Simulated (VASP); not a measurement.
# Re (Im-3m) in VASP: notebook

The runs below take Re through single point, with PBEsol.

All numbers are computed with VASP 6.6.1; they aren't measurements. Logs are shortened: lines on timing, memory, paths and dates and some standing lists are left out, and cuts for length are marked.

## (1) The cell of the first run

It takes space group Im-3m (No. 229, cubic). The conventional cell has a = 3.085 Å, b = 3.085 Å, c = 3.085 Å, α = 90.00°, β = 90.00°, γ = 90.00°. Re (site symmetry m-3m) has 14 Re at 2.67 to 3.09 Å within 3.5 Å.

This isn't the form of Re at room conditions, which is hcp.

## (2) Single point, PBEsol (14.68 Å³/atom)

Input file INCAR:

```
  ALGO = Normal
  EDIFF = 1E-6
  ENCUT = 520
  GGA = PS
  ISIF = 2
  ISMEAR = -1
  LASPH = T
  LCHARG = F
  LREAL = F
  LWAVE = F
  NBANDS = 10
  NELM = 100
  PREC = Accurate
  SIGMA = 0.1
```

Input file KPOINTS:

```
k-points
0
Gamma
  16 16 16
```

Input file POSCAR:

```
Re
1.0
   -1.5426036819      1.5426036819      1.5426036819
    1.5426036819     -1.5426036819      1.5426036819
    1.5426036819      1.5426036819     -1.5426036819
Re
1
Direct
    0.0000000000      0.0000000000      0.0000000000
```

Potentials or basis: VASP PAW PBE potentials, release 64 (Re).

Run with:

```bash
> cat potpaw_PBE.64/Re/POTCAR > POTCAR
> mpirun -np 1 vasp_std > vasp.out
```

OUTCAR:

```text
EDIFF = 1E-6
   ENCUT = 520
   GGA = PS
   ISIF = 2
   ISMEAR = -1
   LASPH = T
   LREAL = F
   NELM = 100
   PREC = Accurate

 ion  position               nearest neighbor table
   1  0.000  0.000  0.000-

  LATTYP: Found a body centered cubic cell.
 ALAT       =     3.0852073638

  Lattice vectors:

 A1 = (  -1.5426036819,   1.5426036819,   1.5426036819)
 A2 = (   1.5426036819,  -1.5426036819,   1.5426036819)
 A3 = (   1.5426036819,   1.5426036819,  -1.5426036819)

Analysis of symmetry for initial positions (statically):
=====================================================================
 Subroutine PRICEL returns:
 Original cell was already a primitive cell.

 Routine SETGRP: Setting up the symmetry group for a
 body centered cubic supercell.

 Subroutine GETGRP returns: Found 48 space group operations
 (whereof 48 operations were pure point group operations)
 out of a pool of 48 trial point group operations.

The static configuration has the point symmetry O_h .

Analysis of symmetry for dynamics (positions and initial velocities):
=====================================================================
 Subroutine PRICEL returns:
 Original cell was already a primitive cell.

 Routine SETGRP: Setting up the symmetry group for a
 body centered cubic supercell.

 Subroutine GETGRP returns: Found 48 space group operations
 (whereof 48 operations were pure point group operations)
 out of a pool of 48 trial point group operations.

The dynamic configuration has the point symmetry O_h .

 Subroutine INISYM returns: Found 48 space group operations
 (whereof 48 operations are pure point group operations),
 and found     1 'primitive' translations

----------------------------------------------------------------------------------------

                                     Primitive cell

  volume of cell :      14.6833

  direct lattice vectors                    reciprocal lattice vectors
    -1.542603682  1.542603682  1.542603682     0.000000000  0.324127322  0.324127322
     1.542603682 -1.542603682  1.542603682     0.324127322  0.000000000  0.324127322
     1.542603682  1.542603682 -1.542603682     0.324127322  0.324127322  0.000000000

  length of vectors
     2.671867953  2.671867953  2.671867953     0.458385254  0.458385254  0.458385254

  position of ions in fractional coordinates (direct lattice)
     0.000000000  0.000000000  0.000000000

  ion indices of the primitive-cell ions
   primitive index   ion index
                 1           1

----------------------------------------------------------------------------------------

 KPOINTS: k-points

Automatic generation of k-mesh.
 Grid dimensions read from file:
 generate k-points for:   16   16   16

 Generating k-lattice:

  Cartesian coordinates                     Fractional coordinates (reciprocal lattice)
     0.000000000  0.020257958  0.020257958     0.062500000  0.000000000  0.000000000
     0.020257958  0.000000000  0.020257958     0.000000000  0.062500000  0.000000000
     0.020257958  0.020257958  0.000000000     0.000000000  0.000000000  0.062500000

  Length of vectors
     0.028649078  0.028649078  0.028649078

  Shift w.r.t. Gamma in fractional coordinates (k-lattice)
     0.000000000  0.000000000  0.000000000

 Subroutine IBZKPT returns following result:
 ===========================================

 Found    145 irreducible k-points:

 Following reciprocal coordinates:
            Coordinates               Weight
  0.000000  0.000000  0.000000      1.000000
  0.062500  0.000000  0.000000     12.000000
  0.125000  0.000000  0.000000     12.000000
  0.187500  0.000000  0.000000     12.000000
  0.250000  0.000000  0.000000     12.000000
  0.312500  0.000000  0.000000     12.000000
[... 16 lines left out ...]
  0.187500  0.187500  0.000000     24.000000
  0.250000  0.187500  0.000000     48.000000
 [... further k-points ...]
   k-points           NKPTS =    145   k-points in BZ     NKDIM =    145   number of bands    NBANDS=     10
   number of dos      NEDOS =    301   number of ions     NIONS =      1
   total plane-waves  NPLWV =   8000
   dimension x,y,z NGX =    20 NGY =   20 NGZ =   20
   dimension x,y,z NGXF=    40 NGYF=   40 NGZF=   40
   ions per type =               1
   NGX,Y,Z   is equivalent  to a cutoff of  12.44, 12.44, 12.44 a.u.
   NGXF,Y,Z  is equivalent  to a cutoff of  24.89, 24.89, 24.89 a.u.
 SYSTEM =  unknown system
   PREC   = accura    normal or accurate (medium, high low for compatibility)
   ISTART =      0    job   : 0-new  1-cont  2-samecut
   ICHARG =      2    charge: 1-file 2-atom 10-const
   ISPIN  =      1    spin polarized calculation?
   LNONCOLLINEAR =      F non collinear calculations
   LSORBIT =      F    spin-orbit coupling
   LASPH  =      T    aspherical Exc in radial PAW
   ENCUT  =  520.0 eV  38.22 Ry    6.18 a.u.   4.97  4.97  4.97*2*pi/ulx,y,z
   NELM   =    100;   NELMIN=  2; NELMDL= -5     # of ELM steps
   EDIFF  = 0.1E-05   stopping-criterion for ELM
   LREAL  =      F    real-space projection
   EDIFFG = 0.1E-04   stopping-criterion for IOM
   NSW    =      0    number of steps for IOM
   IBRION =     -1    ionic relax: 0-MD 1-quasi-New 2-CG
   NFREE  =      0    steps in history (QN), initial steepest desc. (CG)
   ISIF   =      2    stress and relaxation
   ISYM   =      2    0-nonsym 1-usesym 2-fastsym
   POTIM  = 0.5000    time-step for ionic-motion
   TEBEG  =    0.0;   TEEND  =   0.0 temperature during run
   PSTRESS=    0.0 pullay stress
   NELECT =       7.0000    total number of electrons
   NUPDOWN=      -1.0000    fix difference up-down
   EMIN   =  10.00;   EMAX   =-10.00  energy-range for DOS
   EFERMI =   0.00;   METHOD = LEGACY
   ISMEAR =    -1;   SIGMA  =   0.10  broadening in eV -4-tet -1-fermi 0-gaus
   EFERMI_NEDOS =   21; number of points for ismear=-14 and -15
   IALGO  =     38    algorithm
   IMIX   =      4    mixing-type and parameters
     AMIX     =   0.40;   BMIX     =  1.00
     AMIX_MAG =   1.60;   BMIX_MAG =  1.00
  volume/ion in A,a.u.               =      14.68        99.09
  Fermi-wavevector in a.u.,A,eV,Ry     =   1.278890  2.416751 22.253136  1.635559
  Thomas-Fermi vector in A             =   2.411407
   LORBIT       =      0    0 simple, 1 ext, 2 COOP (PROOUT), +10 PAW based schemes
   GGA     = PS    functional components
   LHFCALC =     F    Hartree Fock is set to
   AEXX    =    0.0000 exact exchange contribution
   IVDW    =     0    specifies the selected vdW correction
   LEPSILON=     F    determine dielectric tensor
   LRPA    =     F    only Hartree local field effects (RPA)
 non-spin polarized calculation
  energy-cutoff  :      520.00
  volume of cell :       14.68
 maximum number of plane-waves:       420
   NGX =  9   NGY =  9   NGZ =  9

 number of electron       6.9999999 magnetization

 Free energy of the ion-electron system (eV)
  ---------------------------------------------------
  ext. energy  EPLUGINS =         0.00000000
  ---------------------------------------------------
  free energy    TOTEN  =       -13.05697983 eV

  energy without entropy =      -13.02288336  energy(sigma->0) =      -13.03993159

 E-fermi :   8.6424     XC(G=0): -13.8326

 val. band max:        8.6369606563   @ k =  -0.3750   0.5000   0.0625
 cond. band min:       8.6533936200   @ k =   0.5000   0.0000   0.0000
 fundamental gap:      0.0164329637
 Fermi energy:         8.6423821356

 k-point     1 :       0.0000    0.0000    0.0000
  band No.  band energies     occupation
      1      -2.1590      2.00000
      2       5.9505      2.00000
      3       5.9505      2.00000
      4       5.9505      2.00000
      5       9.4295      0.00076
      6       9.4295      0.00076
      7      24.2717      0.00000
      8      24.2717      0.00000
      9      24.2717      0.00000
     10      36.4589      0.00000

 k-point     2 :       0.0625    0.0000    0.0000
  band No.  band energies     occupation
      1      -1.9658      2.00000
      2       5.8413      2.00000
      3       5.9329      2.00000
      4       6.1373      2.00000
      5       9.2651      0.00394
      6       9.4347      0.00072
      7      24.4224      0.00000
      8      24.5966      0.00000
      9      24.6888      0.00000
     10      35.3003      0.00000

 k-point     3 :       0.1250    0.0000    0.0000
  band No.  band energies     occupation
      1      -1.4130      2.00000
      2       5.5437      2.00000
      3       5.8445      2.00000
      4       6.6893      2.00000
      5       8.9332      0.10353
      6       9.4588      0.00057
      7      24.7532      0.00000
      8      25.5374      0.00000
      9      25.6678      0.00000
     10      32.5445      0.00000

 k-point     4 :       0.1875    0.0000    0.0000
  band No.  band energies     occupation
      1      -0.5923      2.00000
      2       5.1300      2.00000
      3       5.6514      2.00000
      4       7.5803      1.99995
      5       8.7416      0.54091
      6       9.5209      0.00031
      7      24.8167      0.00000
      8      26.2616      0.00000
      9      27.0085      0.00000
     10      31.2994      0.00000

 k-point     5 :       0.2500    0.0000    0.0000
  band No.  band energies     occupation
      1       0.2971      2.00000
      2       4.6824      2.00000
      3       5.5237      2.00000
      4       8.7603      0.47025
      5       8.8231      0.28207
      6       9.6372      0.00010
      7      24.0985      0.00000
      8      25.2482      0.00000
      9      28.8993      0.00000
     10      31.5837      0.00000

 k-point     6 :       0.3125    0.0000    0.0000
  band No.  band energies     occupation
      1       0.9334      2.00000
      2       4.2704      2.00000
      3       5.8497      2.00000
      4       9.0825      0.02422
      5       9.8061      0.00002
      6      10.1431      0.00000
      7      22.8928      0.00000
      8      23.2125      0.00000
      9      30.9214      0.00000
     10      31.0831      0.00000
[... 183 lines left out ...]
 k-point    21 :       0.3750    0.1250    0.0000
  band No.  band energies     occupation
      1       1.6630      2.00000
      2       3.8735      2.00000
      3       6.8204      2.00000
      4       9.2105      0.00679
      5      10.5232      0.00000
      6      13.8274      0.00000
      7      18.8780      0.00000
      8      21.8143      0.00000
      9      25.5212      0.00000
     10      32.4566      0.00000

 k-point    22 :       0.4375    0.1250    0.0000
  band No.  band energies     occupation
      1       1.6293      2.00000
      2       3.8154      2.00000
      3       7.2374      2.00000
      4       9.1796      0.00924
      5      10.7354      0.00000
      6      14.3671      0.00000
      7      18.1488      0.00000
      8      21.5101      0.00000
      9      25.0634      0.00000
     10      32.4586      0.00000

 k-point    23 :       0.1875    0.1875    0.0000
  band No.  band energies     occupation
      1       1.5949      2.00000
      2       4.4575      2.00000
      3       4.8164      2.00000
      4       8.5307      1.50683
      5      10.1397      0.00000
      6      11.0490      0.00000
      7      22.6667      0.00000
      8      25.0894      0.00000
      9      27.3846      0.00000
     10      28.6272      0.00000

 k-point    24 :       0.2500    0.1875    0.0000
  band No.  band energies     occupation
      1       2.1196      2.00000
      2       4.1854      2.00000
      3       5.1007      2.00000
      4       8.7882      0.37754
      5      10.2402      0.00000
      6      12.6781      0.00000
      7      20.9090      0.00000
      8      23.9009      0.00000
      9      26.0501      0.00000
     10      29.7444      0.00000

 [... further k-points ...]

------------------------ aborting loop because EDIFF is reached ----------------------------------------

  FORCE on cell =-STRESS in cart. coord.  units (eV):
  Direction    XX          YY          ZZ          XY          YZ          ZX
  --------------------------------------------------------------------------------------
  -------------------------------------------------------------------------------------
  Total        0.0305769      0.0305769      0.0305769      0.0000000      0.0000000     -0.0000000
  in kB        3.3364206      3.3364206      3.3364206      0.0000000      0.0000000     -0.0000000
  external PRESSURE =       3.3364206 kB  Pullay stress =       0.0000000 kB

 VOLUME and BASIS-vectors are now :
 -----------------------------------------------------------------------------
  energy-cutoff  :      520.00
  volume of cell :       14.68
      direct lattice vectors                 reciprocal lattice vectors
    -1.542603682  1.542603682  1.542603682     0.000000000  0.324127322  0.324127322
     1.542603682 -1.542603682  1.542603682     0.324127322  0.000000000  0.324127322
     1.542603682  1.542603682 -1.542603682     0.324127322  0.324127322  0.000000000

 POSITION                                       TOTAL-FORCE (eV/Angst)
 -----------------------------------------------------------------------------------
      0.00000      0.00000      0.00000         0.000000     -0.000000     -0.000000
 -----------------------------------------------------------------------------------
    total drift:                                0.000000      0.000000      0.000000

  FREE ENERGIE OF THE ION-ELECTRON SYSTEM (eV)
  ---------------------------------------------------
  free  energy   TOTEN  =       -13.0569798256 eV

  energy  without entropy=      -13.0228833606  energy(sigma->0) =      -13.03993159
```

It took 25 s on 1 thread of Intel Xeon 8259CL, shared host; peak memory 0.14 GiB.

What came out:

```yaml
Free_energy: -13.0570 eV
Pressure: 0.3 GPa
Band_gap_on_the_k_mesh: zero (an odd number of electrons rules out a gap without spin polarisation)
```

Caveat: the PAW data sets were made with another functional, which shifts forces and pressure a little; spin-orbit coupling is left out, which moves the levels of the heavy elements.

## (3) Single point, PBEsol (15.27 Å³/atom)

This run uses another cell than the first one, of 15.27 Å³/atom.

Input file INCAR:

```
ALGO     = Normal         # electronic algorithm
EDIFF    = 1E-6           # SCF threshold, eV
ENCUT    = 520            # plane-wave cutoff, eV
GGA      = PS             # functional
ISIF     = 2              # what is computed and relaxed
ISMEAR   = -1             # smearing method
LASPH    = T              # aspherical terms in the spheres
LCHARG   = T              # write CHGCAR
LELF     = T              # ELF
LREAL    = F              # projectors in reciprocal space
LVHAR    = T            
LWAVE    = F              # write WAVECAR
NBANDS   = 10             # bands
NELM     = 60             # most SCF steps
PREC     = Accurate       # precision mode
SIGMA    = 0.1            # smearing width, eV
```

KPOINTS is that of step 2.

Input file POSCAR:

```
Re
1.0
   -1.5629034267      1.5629034267      1.5629034267
    1.5629034267     -1.5629034267      1.5629034267
    1.5629034267      1.5629034267     -1.5629034267
Re
1
Direct
    0.0000000000      0.0000000000      0.0000000000
```

Potentials or basis: VASP PAW PBE potentials, release 64 (Re).

Run with:

```bash
> cat potpaw_PBE.64/Re/POTCAR > POTCAR
> mpirun -np 1 vasp_std > vasp.out
```

It took 21 s on 1 thread of Intel Xeon 8259CL, shared host; peak memory 0.14 GiB.

The run converged. Its results:

* Free energy: -13.0320 eV
* Pressure: -13.7 GPa
* Band gap on the k mesh: zero (an odd number of electrons rules out a gap without spin polarisation)

Levels at points of the mesh, in eV from the Fermi level:
| k point | band 1 | band 2 | band 3 | band 4 | band 5 | band 6 | band 7 | band 8 |
| --- | --- | --- | --- | --- | --- | --- | --- | --- |
| (0.00, 0.00, 0.00) | -10.49 | -2.56 | -2.56 | -2.56 | 0.75 | 0.75 | 15.55 | 15.55 |
| (0.50, 0.00, 0.00) | -7.21 | -4.72 | -0.04 | 0.63 | 1.48 | 4.31 | 9.56 | 11.96 |
| (0.50, 0.50, 0.50) | -6.78 | -6.78 | 3.42 | 3.42 | 3.42 | 7.78 | 7.78 | 7.78 |

Caveat: the cell stands under tension; the PAW data sets were made with another functional, which shifts forces and pressure a little; spin-orbit coupling is left out, which moves the levels of the heavy elements.

(Continued in part 2 of 2.)
